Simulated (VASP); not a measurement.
Set up this calculation in VASP 6.6.1, as the native input.

| Quantity | Value |
| --- | --- |
| Task | single point |
| Functional | PBEsol |
| Dispersion | D3(BJ) |
| Potentials or basis | VASP PAW PBE potentials, release 64 (Ba_sv) |
| Cutoff | 520 eV |
| k mesh | 12 × 12 × 12, shifted |
| Occupations | fermi-dirac, width 0.08 eV |
| Spin | no spin polarisation |
| Dipole correction | no |
| Further INCAR settings | ALGO = Normal; EDIFF = 1e-07; NBANDS = 11; ISYM = 0 |

The structure of Ba lies in POSCAR:

```
Ba
1.0
    0.0000000000      2.6690620498      2.6690620498
    2.6690620498      0.0000000000      2.6690620498
    2.6690620498      2.6690620498      0.0000000000
Ba
1
Direct
    0.0000000000      0.0000000000      0.0000000000
```

This isn't the form of Ba at room conditions, which is bcc.

One way to write it, as run:

INCAR

```
SYSTEM = Ba
ALGO = Normal ; EDIFF = 1E-7
ENCUT = 520 ; GGA = PS
ISIF = 2 ; ISMEAR = -1
ISYM = 0 ; IVDW = 12
LASPH = .TRUE. ; LCHARG = .FALSE.
LREAL = .FALSE. ; LWAVE = .FALSE.
NBANDS = 11 ; NELM = 100
PREC = Accurate ; SIGMA = 0.08
```

KPOINTS

```
Automatic mesh
0
Gamma
  12 12 12
  0.5 0.5 0.5
```

Potentials or basis: VASP PAW PBE potentials, release 64 (Ba_sv).

Run with:

```bash
$ cat potpaw_PBE.64/Ba_sv/POTCAR > POTCAR
$ mpirun -np 1 vasp_std > vasp.out
```

It gave:

* Pressure: 4.7 GPa
* Band gap on the k mesh: zero (bands 5 and 6 overlap by 1.38 eV)
* Dispersion energy per atom: -0.424 eV

Caveat: the cell stands under pressure; the PAW data sets were made with another functional, which shifts forces and pressure a little; spin-orbit coupling is left out, which moves the levels of the heavy elements.

Run time: 6.1 min on 1 thread of Intel(R) Xeon(R) 6975P-C (Granite Rapids), with other jobs on the host, peak memory 1.4 GiB.
